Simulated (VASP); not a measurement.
# Al3GaN4 (Pm) in VASP: a series of runs, part 2 of 2

VASP 6.6.1.

## 4. Single point, PBEsol

This run uses another cell than the first one, of 10.37 Å³/atom.

INCAR

```
PREC = Accurate
ENCUT = 520
EDIFF = 1E-6
ISMEAR = 0
SIGMA = 0.02
LREAL = False
LASPH = True
NELM = 100
ALGO = Normal
ISIF = 2
LWAVE = False
LCHARG = True
GGA = PS
LELF = True
LVHAR = True
NBANDS = 31
```

KPOINTS

```
regular mesh
0
Gamma
  6 8 4
```

POSCAR

```
Al3GaN4
1.0
    5.0434079197      0.0000000000      0.0000869255
    0.0000000000      3.1300738974      0.0000000000
   -0.0030193388      0.0000000000      5.2554522605
Al Ga N
3 1 4
Direct
    0.4991677007      0.5000000000      0.1683164839
   -0.0003691360      0.5000000000      0.8340723944
   -0.0001449893      0.0000000000      0.3305553354
    0.4974952920      0.0000000000      0.6673399548
    0.1121660057      0.0000000000      0.6695660405
    0.1240816039      0.5000000000      0.1703626966
    0.6266169710      0.5000000000      0.8369199220
    0.6245855523      0.0000000000      0.3228681723
```

Potentials or basis: VASP PAW PBE potentials, release 64 (Al, Ga_d, N).

On the command line:

```bash
$ cat potpaw_PBE.64/Al/POTCAR potpaw_PBE.64/Ga_d/POTCAR potpaw_PBE.64/N/POTCAR > POTCAR
$ mpirun -np 1 vasp_std > vasp.out
```

OUTCAR:

```text
PREC = Accurate
   ENCUT = 520
   EDIFF = 1E-6
   ISMEAR = 0
   LREAL = False
   LASPH = True
   NELM = 100
   ISIF = 2
   GGA = PS

 ion  position               nearest neighbor table
   1  0.499  0.500  0.168-   7 1.86   8 1.87   8 1.87   6 1.89   4 3.05   4 3.05   4 3.06   4 3.06
                             2 3.07   2 3.08   3 3.09   3 3.09   3 3.09   3 3.09
   2  1.000  0.500  0.834-   6 1.88   5 1.88   5 1.88   7 1.88   3 3.04   3 3.04   1 3.07   3 3.07
                             3 3.07   1 3.08   4 3.09   4 3.09   4 3.10   4 3.10
   3  1.000  0.000  0.331-   5 1.87   6 1.88   6 1.88   8 1.89   2 3.04   2 3.04   4 3.07   2 3.07
                             2 3.07   1 3.09   1 3.09   1 3.09   1 3.09   4 3.09
   4  0.497  0.000  0.667-   7 1.91   7 1.91   8 1.92   5 1.94   1 3.05   1 3.05   1 3.06   1 3.06
                             3 3.07   2 3.09   2 3.09   3 3.09   2 3.10   2 3.10
   5  0.112  0.000  0.670-   3 1.87   2 1.88   2 1.88   4 1.94
   6  0.124  0.500  0.170-   2 1.88   3 1.88   3 1.88   1 1.89
   7  0.627  0.500  0.837-   1 1.86   2 1.88   4 1.91   4 1.91
   8  0.625  0.000  0.323-   1 1.87   1 1.87   3 1.89   4 1.92

[... 206 lines left out ...]
 k-point     1 :       0.0000    0.0000    0.0000
  band No.  band energies     occupation
      1      -9.4574      2.00000
      2      -7.9579      2.00000
      3      -7.9129      2.00000
      4      -6.9666      2.00000
      5      -6.7172      2.00000
      6      -6.6149      2.00000
[... 805 lines left out ...]
     30      17.1915      0.00000
     31      17.5414      0.00000

 [... further k-points ...]

------------------------ aborting loop because EDIFF is reached ----------------------------------------

  FORCE on cell =-STRESS in cart. coord.  units (eV):
  Direction    XX          YY          ZZ          XY          YZ          ZX
  --------------------------------------------------------------------------------------
  -------------------------------------------------------------------------------------
  Total        1.6533996      2.3717526      5.9459118      0.0000000      0.0000000      0.0141686
  in kB       31.9300520     45.8027111    114.8260067      0.0000000      0.0000000      0.2736209
  external PRESSURE =      64.1862566 kB  Pullay stress =       0.0000000 kB

 VOLUME and BASIS-vectors are now :
 -----------------------------------------------------------------------------
  energy-cutoff  :      520.00
  volume of cell :       82.96
      direct lattice vectors                 reciprocal lattice vectors
     5.043407920  0.000000000  0.000086926     0.198278625  0.000000000  0.000113914
     0.000000000  3.130073897  0.000000000     0.000000000  0.319481275  0.000000000
    -0.003019339  0.000000000  5.255452261    -0.000003280  0.000000000  0.190278579

 POSITION                                       TOTAL-FORCE (eV/Angst)
 -----------------------------------------------------------------------------------
      2.51700      1.56504      0.88462        -0.000645      0.000000      0.002108
      5.03903      1.56504      4.38351        -0.002529      0.000000      0.000308
      5.04168      0.00000      1.73730        -0.002939      0.000000     -0.003638
      2.50706      0.00000      3.50722         0.007040      0.000000      0.003877
      0.56368      0.00000      3.51888         0.010535      0.000000      0.001606
      0.62528      1.56504      0.89534         0.002502      0.000000      0.001570
      3.15776      1.56504      4.39845        -0.009371      0.000000     -0.018411
      3.14906      0.00000      1.69687        -0.004593      0.000000      0.012581
 -----------------------------------------------------------------------------------
    total drift:                               -0.000319      0.000000      0.000286

  FREE ENERGIE OF THE ION-ELECTRON SYSTEM (eV)
  ---------------------------------------------------
  free  energy   TOTEN  =       -59.9748570505 eV

  energy  without entropy=      -59.9748570505  energy(sigma->0) =      -59.97485705
```

OSZICAR:

```text
N       E                     dE             d eps       ncg     rms          rms(c)
DAV:   1     0.336728972058E+03    0.33673E+03   -0.19164E+04  4712   0.171E+03
DAV:   2    -0.217556778717E+02   -0.35848E+03   -0.33259E+03  5209   0.475E+02
DAV:   3    -0.670276922001E+02   -0.45272E+02   -0.44700E+02  4935   0.131E+02
DAV:   4    -0.688331634541E+02   -0.18055E+01   -0.17999E+01  5837   0.296E+01
DAV:   5    -0.688700241925E+02   -0.36861E-01   -0.36846E-01  5140   0.395E+00    0.164E+01
DAV:   6    -0.599760929704E+02    0.88939E+01   -0.26145E+01  6851   0.528E+01    0.563E+00
DAV:   7    -0.600598839747E+02   -0.83791E-01   -0.29250E+00  5232   0.102E+01    0.405E+00
DAV:   8    -0.600014013754E+02    0.58483E-01   -0.40745E-01  6112   0.633E+00    0.912E-01
DAV:   9    -0.599744031675E+02    0.26998E-01   -0.97178E-02  6906   0.444E+00    0.418E-01
DAV:  10    -0.599746840670E+02   -0.28090E-03   -0.11946E-02  5210   0.647E-01    0.187E-01
DAV:  11    -0.599748529119E+02   -0.16884E-03   -0.67319E-04  6932   0.243E-01    0.316E-02
DAV:  12    -0.599748554933E+02   -0.25814E-05   -0.91261E-05  6385   0.111E-01    0.167E-02
DAV:  13    -0.599748573564E+02   -0.18631E-05   -0.78462E-06  5348   0.212E-02    0.728E-03
DAV:  14    -0.599748570505E+02    0.30587E-06   -0.18589E-06  3948   0.225E-02
   1 F= -.59974857E+02 E0= -.59974857E+02  d E =-.175067E-11
```

Run time: 76 s. Hardware: 1 thread of Intel Xeon Platinum 8559C (Emerald Rapids), shared host; peak memory 0.29 GiB.

Results:

| Quantity | Value |
| --- | --- |
| Free energy | -59.9749 eV |
| Pressure | 6.4 GPa |
| Largest force | 0.021 eV/Å |
| Band gap on the k mesh | 3.65 eV |

Forces in eV/Å, atoms in the order of the input:
```
Al  -0.001  0.000  0.002
Al  -0.003  0.000  0.000
Al  -0.003  0.000 -0.004
Ga   0.007  0.000  0.004
N    0.011  0.000  0.002
N    0.003  0.000  0.002
N   -0.009  0.000 -0.018
N   -0.005  0.000  0.013
```

Caveat: the cell stands under pressure; the PAW data sets were made with another functional, which shifts forces and pressure a little. A k mesh can miss the band edges.

## 5. Single point, PBEsol (strain along c alone, the other axes held: -1.5 %, then relaxed in part)

INCAR

```
PREC     = Accurate       # precision mode
ENCUT    = 520            # plane-wave cutoff, eV
EDIFF    = 1E-6           # SCF threshold, eV
ISMEAR   = 0              # smearing method
SIGMA    = 0.02           # smearing width, eV
LREAL    = F              # projectors in reciprocal space
LASPH    = T              # aspherical terms in the spheres
NELM     = 100            # most SCF steps
ALGO     = Normal         # electronic algorithm
ISIF     = 2              # what is computed and relaxed
LWAVE    = F              # write WAVECAR
LCHARG   = F              # write CHGCAR
GGA      = PS             # functional
NBANDS   = 31             # bands
```

KPOINTS is that of step 4.

POSCAR

```
Al3GaN4
1.0
    5.0434079447      0.0000000000      0.0000434627
    0.0000000000      3.1300738974      0.0000000000
   -0.0030660296      0.0000000000      5.3367221408
Al Ga N
3 1 4
Direct
    0.4997518174      0.5000000000      0.1678127409
    0.0003033575      0.5000000000      0.8344707219
    0.0005358522      0.0000000000      0.3310696008
    0.4983981441      0.0000000000      0.6668220549
    0.1115695053      0.0000000000      0.6678276500
    0.1232946886      0.5000000000      0.1686142346
    0.6258530154      0.5000000000      0.8386801832
    0.6238926197      0.0000000000      0.3247038137
```

On the command line:

```bash
$ cat potpaw_PBE.64/Al/POTCAR potpaw_PBE.64/Ga_d/POTCAR potpaw_PBE.64/N/POTCAR > POTCAR
$ mpirun -np 1 vasp_std > vasp.out
```

Wall time 1.8 min (1 thread of Intel Xeon Platinum 8559C (Emerald Rapids), shared host); peak memory 0.29 GiB.

The run converged. Its results:

| Property | Result |
| --- | --- |
| Free energy | -60.0439 eV |
| Pressure | 3.1 GPa |
| Largest force | 0.020 eV/Å |
| Band gap on the k mesh | 3.61 eV |

Forces in eV/Å, atoms in the order of the input:
```
Al   0.002  0.000  0.006
Al  -0.005  0.000 -0.004
Al  -0.005  0.000  0.003
Ga   0.011  0.000 -0.002
N    0.015  0.000  0.000
N    0.000  0.000  0.003
N   -0.011  0.000 -0.017
N   -0.006  0.000  0.011
```

Stress tensor (GPa, compression positive):
```
1.53 0.00 0.01
0.00 2.10 0.00
0.01 0.00 5.60
```

Levels at points of the mesh, in eV from the valence-band top:
| k point | band 19 | band 20 | band 21 | band 22 | band 23 | band 24 |
| --- | --- | --- | --- | --- | --- | --- |
| (0.00, 0.00, 0.00) | -0.05 | -0.03 | 0.00 | 3.61 | 5.39 | 5.80 |
| (0.50, 0.00, 0.00) | -0.58 | -0.29 | -0.22 | 4.82 | 5.19 | 5.78 |
| (0.00, 0.50, 0.00) | -1.83 | -1.58 | -1.52 | 5.61 | 5.63 | 7.70 |
| (0.50, 0.50, 0.00) | -1.21 | -1.20 | -0.96 | 6.15 | 6.51 | 6.51 |
| (0.00, 0.00, 0.50) | -0.59 | -0.40 | -0.26 | 5.57 | 5.82 | 6.98 |
| (0.50, 0.00, 0.50) | -1.23 | -1.19 | -0.81 | 5.90 | 6.15 | 6.32 |
| (0.00, 0.50, 0.50) | -1.92 | -0.73 | -0.58 | 5.32 | 5.61 | 5.88 |
| (0.50, 0.50, 0.50) | -1.45 | -1.33 | -1.24 | 4.70 | 5.12 | 5.15 |

Caveat: the cell differs from its parent crystal (strain along c alone, the other axes held: -1.5 %, then relaxed in part); the cell stands under pressure; the PAW data sets were made with another functional, which shifts forces and pressure a little. A k mesh can miss the band edges.

## 6. Single point, PBEsol

This run uses another cell than the first one, of 10.69 Å³/atom.

INCAR: that of step 5 with these lines changed.

```diff
@@ -7,3 +7,3 @@
 LASPH    = T              # aspherical terms in the spheres
-NELM     = 100            # most SCF steps
+NELM     = 60             # most SCF steps
 ALGO     = Normal         # electronic algorithm
@@ -11,4 +11,6 @@
 LWAVE    = F              # write WAVECAR
-LCHARG   = F              # write CHGCAR
+LCHARG   = T              # write CHGCAR
 GGA      = PS             # functional
+LELF     = T              # ELF
+LVHAR    = T            
 NBANDS   = 31             # bands
```

KPOINTS

```
Automatic mesh
0
Gamma
  6 8 4
```

POSCAR

```
Al3GaN4
1.0
    5.0434079696      0.0000000000      0.0000000000
    0.0000000000      3.1300738974      0.0000000000
   -0.0031127205      0.0000000000      5.4179920212
Al Ga N
3 1 4
Direct
    0.5002300429      0.5000000000      0.1673295651
    0.0009207023      0.5000000000      0.8348055940
    0.0010880656      0.0000000000      0.3316926345
    0.4994217140      0.0000000000      0.6662009014
    0.1111724728      0.0000000000      0.6663292515
    0.1224543247      0.5000000000      0.1671578647
    0.6251234802      0.5000000000      0.8401923542
    0.6231881976      0.0000000000      0.3262928346
```

Potentials or basis: VASP PAW PBE potentials, release 64 (Al, Ga_d, N).

On the command line:

```bash
$ cat potpaw_PBE.64/Al/POTCAR potpaw_PBE.64/Ga_d/POTCAR potpaw_PBE.64/N/POTCAR > POTCAR
$ mpirun -np 1 vasp_std > vasp.out
```

Run time: 98 s. Hardware: 1 thread of Intel Xeon Platinum 8559C (Emerald Rapids), shared host; peak memory 0.29 GiB.

It converged, with:

- Free energy: -60.0667 eV
- Pressure: -0.1 GPa
- Largest force: 0.015 eV/Å
- Band gap on the k mesh: 3.50 eV

Forces on the atoms (eV/Å):
```
Al   0.004  0.000  0.002
Al   0.001  0.000  0.004
Al   0.000  0.000 -0.001
Ga   0.002  0.000  0.003
N    0.008  0.000 -0.001
N   -0.002  0.000 -0.002
N   -0.010  0.000 -0.011
N   -0.005  0.000  0.007
```

Levels at points of the mesh, in eV from the valence-band top:
```csv
k point,band 18,band 19,band 20,band 21,band 22,band 23,band 24,band 25
"(0.00, 0.00, 0.00)",-0.74,-0.09,-0.01,0.00,3.50,5.42,5.87,5.97
"(0.50, 0.00, 0.00)",-0.66,-0.66,-0.32,-0.27,4.80,5.18,5.65,6.05
"(0.00, 0.50, 0.00)",-1.90,-1.82,-1.56,-1.49,5.61,5.62,7.57,7.70
"(0.50, 0.50, 0.00)",-1.19,-1.17,-1.15,-0.90,6.10,6.44,6.47,6.49
"(0.00, 0.00, 0.50)",-0.57,-0.55,-0.40,-0.21,5.49,5.76,6.94,7.35
"(0.50, 0.00, 0.50)",-1.21,-1.16,-1.13,-0.75,5.86,6.11,6.27,6.40
"(0.00, 0.50, 0.50)",-1.95,-1.86,-0.78,-0.64,5.16,5.57,5.75,5.87
"(0.50, 0.50, 0.50)",-1.52,-1.43,-1.41,-1.19,4.66,5.07,5.12,5.15
```

Caveat: the PAW data sets were made with another functional, which shifts forces and pressure a little.

## 7. Summary

| cell | gap on the mesh (eV) | pressure (GPa) | largest force (eV/Å) |
| --- | --- | --- | --- |
| a = 5.096, b = 3.160, c = 5.470 Å, 8 atoms, atomic positions A | 3.26 | -5.6 | 0.01 |
| a = 5.043, b = 3.130, c = 5.255 Å, 8 atoms, atomic positions B | 3.65 | 6.4 | 0.02 |
| a = 5.043, b = 3.130, c = 5.337 Å, 8 atoms, atomic positions C | 3.61 | 3.1 | 0.02 |
| a = 5.043, b = 3.130, c = 5.418 Å, 8 atoms, atomic positions A | 3.50 | -0.1 | 0.01 |

Alike in all rows: task single point; level PBEsol; potentials or basis VASP PAW PBE potentials, release 64 (Al, Ga_d, N); no spin polarisation; k mesh 6 × 8 × 4; cutoff (eV) 520; smearing gaussian 0.02 eV.

Caveats: the PAW data sets were made with another functional, which shifts forces and pressure a little; the cell stands under pressure (at least some runs); the cell stands under tension (at least some runs).

Total energies depend on the potentials used, so only differences within one code and one set of settings carry meaning.
